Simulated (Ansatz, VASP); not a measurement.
**Nb in VASP and in Ansatz**

Contents of INCAR:

```
SYSTEM = Nb
PREC = Accurate ; ENCUT = 520
EDIFF = 1E-6 ; ISMEAR = 0
SIGMA = 0.15 ; LREAL = .FALSE.
LASPH = .TRUE. ; NELM = 60
ALGO = Fast ; ISIF = 2
LWAVE = .FALSE. ; LCHARG = .FALSE.
GGA = PS ; NBANDS = 12
```

Contents of KPOINTS:

```
regular mesh
0
G
  22 22 22
  0 0 0
```

Contents of POSCAR:

```
Nb
1.0
    0.1099430670      2.1713755724      2.1713755724
    2.1713755724      0.1099430670      2.1713755724
    2.1713755724      2.1713755724      0.1099430670
Nb
1
Direct
    0.0000000000      0.0000000000      0.0000000000
```

Input for Ansatz:

```yaml
crystal:
  lattice:
    - [0.109943067, 2.1713755724, 2.1713755724]
    - [2.1713755724, 0.109943067, 2.1713755724]
    - [2.1713755724, 2.1713755724, 0.109943067]
  atoms:
    - { symbol: Nb, position: [0.0, 0.0, 0.0] }
basis:
  ecutwfc: 420
kpoints:
  mp_grid: { grid: [22, 22, 22] }
hamiltonian:
  xc: pbesol
scf:
  occupations: { method: gaussian, width: 0.15 }
output:
  forces: true
  stress: true
  eigenvalues: true
```

Alike in both runs: task single point; functional PBEsol; k mesh 22 × 22 × 22; occupations gaussian, width 0.15 eV; no spin polarisation.

|  | VASP | Ansatz |
| --- | --- | --- |
| version | VASP 6.6.1 | Ansatz 0.2.0 |
| potentials or method | VASP PAW PBE potentials, release 64 (Nb_sv), cutoff 520 eV | scalar-relativistic, plane waves, PAW |
| valence electrons in the cell | 13 | 13 |

```tsv
	VASP	Ansatz	Ansatz less VASP
gap on the k mesh at the Fermi level (eV)	none	none	-
pressure (GPa)	-7.5	-7.2	+0.28
traceless stress, the component that is largest in VASP (GPa)	1.27	1.30	+0.032
```

VASP's potentials were made for PBE, not for PBEsol. A gap of «none» marks a metal or a gap that the smearing closes.
